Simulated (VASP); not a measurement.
Runs of VASP 6.6.1 on In. The structure is that of space group P6_3/mmc (No. 194), or close to it. The cells are those of the table. This isn't the form of In at room conditions, which is tetragonal.

```csv
cell,gap on the mesh (eV),pressure (GPa)
"a = 3.307, b = 3.307, c = 5.463 Å, angles 90.0, 90.0, 120.0°, 2 atoms",none,1.0
"a = 3.220, b = 3.220, c = 5.319 Å, angles 90.0, 90.0, 120.0°, 2 atoms",none,5.4
"a = 3.443, b = 3.443, c = 5.687 Å, angles 90.0, 90.0, 120.0°, 2 atoms",none,(a)
"a = 3.279, b = 3.279, c = 5.416 Å, angles 90.0, 90.0, 120.0°, 2 atoms",none,(b)
"a = 3.363, b = 3.363, c = 5.555 Å, angles 90.0, 90.0, 120.0°, 2 atoms",none,-1.1
```

Alike in all rows: task single point; level r2SCAN; potentials or basis VASP PAW PBE potentials, release 64 (In_d); no spin polarisation; k mesh 8 × 8 × 4; cutoff (eV) 520; smearing fermi-dirac 0.1 eV.

Question: Fill in the values left out.

Answer: (a) -3.1; (b) 2.2.

Caveats: the PAW data sets were made with another functional, which shifts forces and pressure a little; spin-orbit coupling is left out, which moves the levels of the heavy elements; the cell stands under pressure (at least some runs); the cell stands under tension (at least some runs).

A k mesh can miss the band edges, and the runs leave out spin-orbit coupling on In.

A gap of «none» marks levels without a gap at the run's occupations.
